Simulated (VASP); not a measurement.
# SnO (P4/nmm) in VASP: further runs

Runs on SnO. Level: LDA. Tasks: single point.

All numbers are computed with VASP 6.6.1; they aren't measurements. Logs are shortened: lines on timing, memory, paths and dates and some standing lists are left out, and cuts for length are marked.

### 1 The cell of the first run

The structure is tetragonal, space group P4/nmm (No. 129). The conventional cell has a = 3.799 Å, b = 3.799 Å, c = 4.841 Å, α = 90.00°, β = 90.00°, γ = 90.00°. Sn (site symmetry 4mm) has 4 O at 2.22 Å within 2.9 Å. O (site symmetry -4m2) has 4 Sn at 2.22 Å and 4 O at 2.69 Å within 2.9 Å.

### 2 Single point, LDA

File INCAR:

```
PREC = Accurate
ENCUT = 520
EDIFF = 1E-6
ISMEAR = 0
SIGMA = 0.01
LREAL = F
LASPH = T
NELM = 60
ALGO = Normal
ISIF = 2
LWAVE = F
LCHARG = T
GGA = CA
LELF = T
LVHAR = T
NBANDS = 28
```

File KPOINTS:

```
Automatic mesh
0
Gamma
  2 2 2
```

File POSCAR:

```
SnO
1.0
    3.7986000000      0.0000000000      0.0000000000
    0.0000000000      3.7986000000      0.0000000000
    0.0000000000      0.0000000000      4.8408000000
Sn O
2 2
Direct
    0.5000000000      0.0000000000      0.2369000000
    0.0000000000      0.5000000000      0.7631000000
    0.0000000000      0.0000000000      0.0000000000
    0.5000000000      0.5000000000      0.0000000000
```

Potentials or basis: VASP PAW LDA potentials, release 64 (Sn_d, O).

The run is started by

```sh
cat potpaw_LDA.64/Sn_d/POTCAR potpaw_LDA.64/O/POTCAR > POTCAR
mpirun -np 1 vasp_std > vasp.out
```

OUTCAR:

```text
PREC = Accurate
   ENCUT = 520
   EDIFF = 1E-6
   ISMEAR = 0
   LREAL = F
   LASPH = T
   NELM = 60
   ISIF = 2
   GGA = CA

 ion  position               nearest neighbor table
   1  0.500  0.000  0.237-   3 2.22   4 2.22   4 2.22   3 2.22   2 3.53   2 3.53   2 3.53   2 3.53
                             2 3.70   2 3.70   2 3.70   2 3.70
   2  0.000  0.500  0.763-   3 2.22   4 2.22   3 2.22   4 2.22   1 3.53   1 3.53   1 3.53   1 3.53
                             1 3.70   1 3.70   1 3.70   1 3.70
   3  0.000  0.000  0.000-   1 2.22   2 2.22   2 2.22   1 2.22
   4  0.500  0.500  0.000-   1 2.22   2 2.22   1 2.22   2 2.22

  LATTYP: Found a simple tetragonal cell.
 ALAT       =     3.7986000000
 C/A-ratio  =     1.2743642395

  Lattice vectors:

 A1 = (   3.7986000000,   0.0000000000,   0.0000000000)
 A2 = (   0.0000000000,   3.7986000000,   0.0000000000)
 A3 = (   0.0000000000,   0.0000000000,   4.8408000000)

Analysis of symmetry for initial positions (statically):
=====================================================================
 Subroutine PRICEL returns:
 Original cell was already a primitive cell.

 Routine SETGRP: Setting up the symmetry group for a
 simple tetragonal supercell.

 Subroutine GETGRP returns: Found 16 space group operations
 (whereof  8 operations were pure point group operations)
 out of a pool of 16 trial point group operations.

The static configuration has the point symmetry D_2d.
 The point group associated with its full space group is D_4h.

Analysis of symmetry for dynamics (positions and initial velocities):
=====================================================================
 Subroutine PRICEL returns:
 Original cell was already a primitive cell.

 Routine SETGRP: Setting up the symmetry group for a
 simple tetragonal supercell.

 Subroutine GETGRP returns: Found 16 space group operations
 (whereof  8 operations were pure point group operations)
 out of a pool of 16 trial point group operations.

The dynamic configuration has the point symmetry D_2d.
 The point group associated with its full space group is D_4h.

 Subroutine INISYM returns: Found 16 space group operations
 (whereof  8 operations are pure point group operations),
 and found     1 'primitive' translations

----------------------------------------------------------------------------------------

                                     Primitive cell

  volume of cell :      69.8497

  direct lattice vectors                    reciprocal lattice vectors
     3.798600000  0.000000000  0.000000000     0.263254883  0.000000000  0.000000000
     0.000000000  3.798600000  0.000000000     0.000000000  0.263254883  0.000000000
     0.000000000  0.000000000  4.840800000     0.000000000  0.000000000  0.206577425

  length of vectors
     3.798600000  3.798600000  4.840800000     0.263254883  0.263254883  0.206577425

  position of ions in fractional coordinates (direct lattice)
     0.500000000  0.000000000  0.236900000
     0.000000000  0.500000000  0.763100000
     0.000000000  0.000000000  0.000000000
     0.500000000  0.500000000  0.000000000

  ion indices of the primitive-cell ions
   primitive index   ion index
                 1           1
                 2           2
                 3           3
                 4           4

----------------------------------------------------------------------------------------

 KPOINTS: Automatic mesh

Automatic generation of k-mesh.
 Grid dimensions read from file:
 generate k-points for:    2    2    2

 Generating k-lattice:

  Cartesian coordinates                     Fractional coordinates (reciprocal lattice)
     0.131627442  0.000000000  0.000000000     0.500000000  0.000000000  0.000000000
     0.000000000  0.131627442  0.000000000     0.000000000  0.500000000  0.000000000
     0.000000000  0.000000000  0.103288713     0.000000000  0.000000000  0.500000000

  Length of vectors
     0.131627442  0.131627442  0.103288713

  Shift w.r.t. Gamma in fractional coordinates (k-lattice)
     0.000000000  0.000000000  0.000000000

 Subroutine IBZKPT returns following result:
 ===========================================

 Found      6 irreducible k-points:

 Following reciprocal coordinates:
            Coordinates               Weight
  0.000000  0.000000  0.000000      1.000000
  0.500000  0.000000  0.000000      2.000000
  0.500000  0.500000  0.000000      1.000000
  0.000000  0.000000  0.500000      1.000000
  0.500000  0.000000  0.500000      2.000000
  0.500000  0.500000  0.500000      1.000000
   k-points           NKPTS =      6   k-points in BZ     NKDIM =      6   number of bands    NBANDS=     28
   number of dos      NEDOS =    301   number of ions     NIONS =      4
   total plane-waves  NPLWV =  28224
   dimension x,y,z NGX =    28 NGY =   28 NGZ =   36
   dimension x,y,z NGXF=    56 NGYF=   56 NGZF=   72
   ions per type =               2   2
   NGX,Y,Z   is equivalent  to a cutoff of  12.25, 12.25, 12.36 a.u.
   NGXF,Y,Z  is equivalent  to a cutoff of  24.51, 24.51, 24.73 a.u.
 SYSTEM =  unknown system
   PREC   = accura    normal or accurate (medium, high low for compatibility)
   ISTART =      0    job   : 0-new  1-cont  2-samecut
   ICHARG =      2    charge: 1-file 2-atom 10-const
   ISPIN  =      1    spin polarized calculation?
   LNONCOLLINEAR =      F non collinear calculations
   LSORBIT =      F    spin-orbit coupling
   LASPH  =      T    aspherical Exc in radial PAW
   ENCUT  =  520.0 eV  38.22 Ry    6.18 a.u.   7.06  7.06  9.00*2*pi/ulx,y,z
   NELM   =     60;   NELMIN=  2; NELMDL= -5     # of ELM steps
   EDIFF  = 0.1E-05   stopping-criterion for ELM
   LREAL  =      F    real-space projection
   EDIFFG = 0.1E-04   stopping-criterion for IOM
   NSW    =      0    number of steps for IOM
   IBRION =     -1    ionic relax: 0-MD 1-quasi-New 2-CG
   NFREE  =      0    steps in history (QN), initial steepest desc. (CG)
   ISIF   =      2    stress and relaxation
   ISYM   =      2    0-nonsym 1-usesym 2-fastsym
   POTIM  = 0.5000    time-step for ionic-motion
   TEBEG  =    0.0;   TEEND  =   0.0 temperature during run
   PSTRESS=    0.0 pullay stress
   NELECT =      40.0000    total number of electrons
   NUPDOWN=      -1.0000    fix difference up-down
   EMIN   =  10.00;   EMAX   =-10.00  energy-range for DOS
   EFERMI =   0.00;   METHOD = LEGACY
   ISMEAR =     0;   SIGMA  =   0.01  broadening in eV -4-tet -1-fermi 0-gaus
   EFERMI_NEDOS =   21; number of points for ismear=-14 and -15
   IALGO  =     38    algorithm
   IMIX   =      4    mixing-type and parameters
     AMIX     =   0.40;   BMIX     =  1.00
     AMIX_MAG =   1.60;   BMIX_MAG =  1.00
  volume/ion in A,a.u.               =      17.46       117.84
  Fermi-wavevector in a.u.,A,eV,Ry     =   1.359482  2.569048 25.146163  1.848191
  Thomas-Fermi vector in A             =   2.486226
   LORBIT       =      0    0 simple, 1 ext, 2 COOP (PROOUT), +10 PAW based schemes
   GGA     = CA    functional components
   LHFCALC =     F    Hartree Fock is set to
   AEXX    =    0.0000 exact exchange contribution
   IVDW    =     0    specifies the selected vdW correction
   LEPSILON=     F    determine dielectric tensor
   LRPA    =     F    only Hartree local field effects (RPA)
 non-spin polarized calculation
 Gauss-broadening in eV      SIGMA  =   0.01
  energy-cutoff  :      520.00
  volume of cell :       69.85
 maximum number of plane-waves:      1892
   NGX = 15   NGY = 15   NGZ = 19

 number of electron      39.9999994 magnetization

 Free energy of the ion-electron system (eV)
  ---------------------------------------------------
  ext. energy  EPLUGINS =         0.00000000
  ---------------------------------------------------
  free energy    TOTEN  =       -25.81125598 eV

  energy without entropy =      -25.81125598  energy(sigma->0) =      -25.81125598

 E-fermi :   6.9159     XC(G=0): -10.6800

 val. band max:        6.8752783909   @ k =   0.0000   0.0000   0.0000
 cond. band min:       6.9572547735   @ k =   0.5000   0.5000   0.0000
 fundamental gap:      0.0819763826
 Fermi energy:         6.9158641959

 k-point     1 :       0.0000    0.0000    0.0000
  band No.  band energies     occupation
      1     -15.0043      2.00000
      2     -14.5693      2.00000
      3     -14.5654      2.00000
      4     -14.5654      2.00000
      5     -14.5172      2.00000
      6     -14.5038      2.00000
[... 20 lines left out ...]
     27      13.6420      0.00000
     28      14.0332      0.00000

 k-point     2 :       0.5000    0.0000    0.0000
  band No.  band energies     occupation
      1     -14.8647      2.00000
      2     -14.8647      2.00000
      3     -14.5310      2.00000
      4     -14.5310      2.00000
      5     -14.5275      2.00000
      6     -14.5275      2.00000
[... 20 lines left out ...]
     27      15.3551      0.00000
     28      15.3551      0.00000

 k-point     3 :       0.5000    0.5000    0.0000
  band No.  band energies     occupation
      1     -14.9400      2.00000
      2     -14.9400      2.00000
      3     -14.5403      2.00000
      4     -14.5403      2.00000
      5     -14.5014      2.00000
      6     -14.5014      2.00000
[... 20 lines left out ...]
     27      14.9601      0.00000
     28      14.9601      0.00000

 k-point     4 :       0.0000    0.0000    0.5000
  band No.  band energies     occupation
      1     -14.9871      2.00000
      2     -14.5867      2.00000
      3     -14.5323      2.00000
      4     -14.5323      2.00000
      5     -14.5002      2.00000
      6     -14.4787      2.00000
[... 20 lines left out ...]
     27      14.9586      0.00000
     28      15.0294      0.00000

 k-point     5 :       0.5000    0.0000    0.5000
  band No.  band energies     occupation
      1     -14.8812      2.00000
      2     -14.8812      2.00000
      3     -14.5623      2.00000
      4     -14.5623      2.00000
      5     -14.5200      2.00000
      6     -14.5200      2.00000
[... 20 lines left out ...]
     27      15.7895      0.00000
     28      15.7895      0.00000

 k-point     6 :       0.5000    0.5000    0.5000
  band No.  band energies     occupation
      1     -14.9111      2.00000
      2     -14.9111      2.00000
      3     -14.5282      2.00000
      4     -14.5282      2.00000
      5     -14.5014      2.00000
      6     -14.5014      2.00000
[... 20 lines left out ...]
     27      16.8776      0.00000
     28      16.8776      0.00000

------------------------ aborting loop because EDIFF is reached ----------------------------------------

  FORCE on cell =-STRESS in cart. coord.  units (eV):
  Direction    XX          YY          ZZ          XY          YZ          ZX
  --------------------------------------------------------------------------------------
  -------------------------------------------------------------------------------------
  Total       -0.9219047     -0.9219047     -1.5731498      0.0000000      0.0000000      0.0000000
  in kB      -21.1461995    -21.1461995    -36.0841429      0.0000000      0.0000000      0.0000000
  external PRESSURE =     -26.1255140 kB  Pullay stress =       0.0000000 kB

 VOLUME and BASIS-vectors are now :
 -----------------------------------------------------------------------------
  energy-cutoff  :      520.00
  volume of cell :       69.85
      direct lattice vectors                 reciprocal lattice vectors
     3.798600000  0.000000000  0.000000000     0.263254883  0.000000000  0.000000000
     0.000000000  3.798600000  0.000000000     0.000000000  0.263254883  0.000000000
     0.000000000  0.000000000  4.840800000     0.000000000  0.000000000  0.206577425

 POSITION                                       TOTAL-FORCE (eV/Angst)
 -----------------------------------------------------------------------------------
      1.89930      0.00000      1.14679         0.000000      0.000000     -0.297283
      0.00000      1.89930      3.69401        -0.000000      0.000000      0.297283
      0.00000      0.00000      0.00000         0.000000     -0.000000      0.000000
      1.89930      1.89930      0.00000         0.000000      0.000000      0.000000
 -----------------------------------------------------------------------------------
    total drift:                                0.000000      0.000000      0.000000

  FREE ENERGIE OF THE ION-ELECTRON SYSTEM (eV)
  ---------------------------------------------------
  free  energy   TOTEN  =       -25.8112559799 eV

  energy  without entropy=      -25.8112559798  energy(sigma->0) =      -25.81125598
```

It took 5 s on 1 thread of Intel Xeon 6975P-C (Granite Rapids), shared host; peak memory 0.15 GiB.

What came out:

```
Free energy            : -25.8113 eV
Pressure               : -2.6 GPa
Largest force          : 0.297 eV/Å
Band gap on the k mesh : 0.08 eV (least direct gap 1.97 eV)
```

Forces in eV/Å, atoms in the order of the input:
```
Sn   0.000  0.000 -0.297
Sn   0.000  0.000  0.297
O    0.000  0.000  0.000
O    0.000  0.000  0.000
```

Stress tensor (GPa, compression positive):
```
-2.11  0.00  0.00
 0.00 -2.11  0.00
 0.00  0.00 -3.61
```

Caveat: the k points lie up to 0.83 Å⁻¹ apart; spin-orbit coupling is left out, which moves the levels of the heavy elements.

### 3 Single point, LDA

File INCAR:

```
  PREC = Accurate
  ENCUT = 520
  EDIFF = 1E-6
  ISMEAR = 0
  SIGMA = 0.01
  LREAL = False
  LASPH = True
  NELM = 100
  ALGO = Normal
  ISIF = 2
  LWAVE = False
  LCHARG = False
  NBANDS = 28
```

File KPOINTS:

```
Automatic mesh
0
Gamma
  4 4 2
```

POSCAR is that of step 2.

Potentials or basis: VASP PAW LDA potentials, release 64 (Sn_d, O).

The run is started by

```sh
cat potpaw_LDA.64/Sn_d/POTCAR potpaw_LDA.64/O/POTCAR > POTCAR
mpirun -np 1 vasp_std > vasp.out
```

Run time: 8.5 s. Hardware: 1 thread of Intel Xeon 6975P-C (Granite Rapids), shared host; peak memory 0.15 GiB.

The run converged. Its results:

| Property | Result |
| --- | --- |
| Free energy | -25.6962 eV |
| Pressure | -1.8 GPa |
| Largest force | 0.036 eV/Å |
| Band gap on the k mesh | 0.13 eV (least direct gap 1.98 eV) |

Forces on the atoms (eV/Å):
```
Sn   0.000  0.000 -0.036
Sn   0.000  0.000  0.036
O    0.000  0.000  0.000
O    0.000  0.000  0.000
```

Levels at points of the mesh, in eV from the valence-band top:
```
           k point  band 16  band 17  band 18  band 19  band 20  band 21  band 22  band 23  band 24  band 25
(0.00, 0.00, 0.00)    -6.34    -3.48    -3.18    -3.18     0.00     2.08     4.21     4.74     4.74     5.62
(0.50, 0.00, 0.00)    -5.05    -4.89    -4.89    -2.67    -2.67     3.16     3.16     5.91     5.91     5.92
(0.50, 0.50, 0.00)    -5.19    -2.50    -2.50    -1.85    -1.85     0.13     0.13     4.42     4.42     7.19
(0.00, 0.00, 0.50)    -3.54    -3.20    -3.20    -3.10    -2.17     1.53     2.95     2.95     3.69     7.85
(0.50, 0.00, 0.50)    -5.51    -4.85    -4.85    -1.70    -1.70     2.58     2.58     5.43     5.43     6.59
(0.50, 0.50, 0.50)    -5.64    -2.65    -2.65    -2.50    -2.50     2.41     2.41     4.00     4.00     5.57
```

Caveat: the k points lie up to 0.65 Å⁻¹ apart; spin-orbit coupling is left out, which moves the levels of the heavy elements.

### 4 Single point, LDA

File INCAR:

```
PREC = Accurate
ENCUT = 520
EDIFF = 1E-6
ISMEAR = 0
SIGMA = 0.01
LREAL = F
LASPH = T
NELM = 60
ALGO = Normal
ISIF = 2
LWAVE = F
LCHARG = F
NBANDS = 28
```

File KPOINTS:

```
Automatic mesh
0
Gamma
  4 4 4
```

POSCAR is that of step 3.

The run is started by

```sh
cat potpaw_LDA.64/Sn_d/POTCAR potpaw_LDA.64/O/POTCAR > POTCAR
mpirun -np 1 vasp_std > vasp.out
```

It took 12 s on 1 thread of Intel Xeon 6975P-C (Granite Rapids), shared host; peak memory 0.16 GiB.

Results (log left out):

```
Free energy            : -25.7014 eV
Pressure               : -1.9 GPa
Band gap on the k mesh : 0.13 eV (least direct gap 1.98 eV)
```

Stress tensor (GPa, compression positive):
```
-1.94  0.00  0.00
 0.00 -1.94  0.00
 0.00  0.00 -1.70
```

Levels at points of the mesh, in eV from the valence-band top:
| k point | band 17 | band 18 | band 19 | band 20 | band 21 | band 22 | band 23 | band 24 |
| --- | --- | --- | --- | --- | --- | --- | --- | --- |
| (0.00, 0.00, 0.00) | -3.48 | -3.19 | -3.19 | 0.00 | 2.08 | 4.21 | 4.75 | 4.75 |
| (0.50, 0.00, 0.00) | -4.89 | -4.89 | -2.67 | -2.67 | 3.17 | 3.17 | 5.91 | 5.91 |
| (0.50, 0.50, 0.00) | -2.51 | -2.51 | -1.84 | -1.84 | 0.13 | 0.13 | 4.42 | 4.42 |
| (0.00, 0.00, 0.50) | -3.20 | -3.20 | -3.09 | -2.17 | 1.53 | 2.96 | 2.96 | 3.69 |
| (0.50, 0.00, 0.50) | -4.86 | -4.86 | -1.70 | -1.70 | 2.58 | 2.58 | 5.43 | 5.43 |
| (0.50, 0.50, 0.50) | -2.65 | -2.65 | -2.51 | -2.51 | 2.41 | 2.41 | 4.01 | 4.01 |

Caveat: spin-orbit coupling is left out, which moves the levels of the heavy elements. A k mesh can miss the band edges.

[end of part 1 of 2]
